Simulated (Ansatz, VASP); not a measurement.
WC in VASP and in Ansatz

The input POSCAR:

```
WC
1.0
    2.9120958982      0.0000000000      0.0000000000
   -1.4560479491      2.5219490261      0.0000000000
    0.0000000000      0.0000000000      2.9212767004
W C
1 1
Direct
    0.0000000000      0.0000000000      0.0000000000
    0.6666666667      0.3333333333      0.5000000000
```

The input INCAR.step1:

```
SYSTEM = WC
PREC = Accurate
ENCUT = 520
ISMEAR = 0
SIGMA = 0.1
LREAL = .FALSE.
LASPH = .TRUE.
NELM = 60
NBANDS = 16
GGA = PE
ALGO = Normal
EDIFF = 1E-4
LWAVE = .TRUE.
LCHARG = .FALSE.
```

Contents of INCAR.step2:

```
SYSTEM = WC
PREC = Accurate
ENCUT = 520
EDIFF = 1E-6
ISMEAR = 0
SIGMA = 0.1
LREAL = .FALSE.
LASPH = .TRUE.
NELM = 60
ALGO = Normal
ISIF = 2
LWAVE = .FALSE.
LCHARG = .FALSE.
METAGGA = R2SCAN
LMIXTAU = .TRUE.
NBANDS = 16
ISTART = 1
```

File KPOINTS:

```
regular mesh
0
G
  24 24 18
  0 0 0
```

Input for Ansatz:

```yaml
crystal:
  lattice:
    - [2.9120958982, 0.0, 0.0]
    - [-1.4560479491, 2.5219490261, 0.0]
    - [0.0, 0.0, 2.9212767004]
  atoms:
    - { symbol: W, position: [0.0, 0.0, 0.0] }
    - { symbol: C, position: [0.6666666667, 0.3333333333, 0.5] }
basis:
  ecutwfc: 500
kpoints:
  mp_grid: { grid: [24, 24, 18] }
hamiltonian:
  xc: r2scan
scf:
  occupations: { method: gaussian, width: 0.1 }
output:
  forces: true
  stress: true
  eigenvalues: true
  write_density: true
  write_potential: true
  elf: true
  volumetric_format: npy
```

Change from the starting cell: strain along c alone, the other axes held, atoms relaxed: +3.0 %.

Alike in both runs: task single point; functional r2SCAN; k mesh 24 × 24 × 18; occupations gaussian, width 0.1 eV; no spin polarisation.

```csv
,VASP,Ansatz
version,VASP 6.6.1,Ansatz 0.2.0
potentials or method,"VASP PAW PBE potentials, release 64 (W_sv, C), cutoff 520 eV","scalar-relativistic, plane waves, PAW"
valence electrons in the cell,18,18
```

|  | VASP | Ansatz | Ansatz less VASP |
| --- | --- | --- | --- |
| gap on the k mesh at the Fermi level (eV) | none | none | - |
| pressure (GPa) | -10.5 | -12.2 | -1.64 |
| traceless stress, the component that is largest in VASP (GPa) | -15.04 | -15.17 | -0.130 |

VASP's potentials were made for PBE, not for r2SCAN. A gap of «none» marks a metal or a gap that the smearing closes. With one functional, cell and mesh, what is left measures potentials, basis and numerics.

Spin-orbit coupling is off throughout.
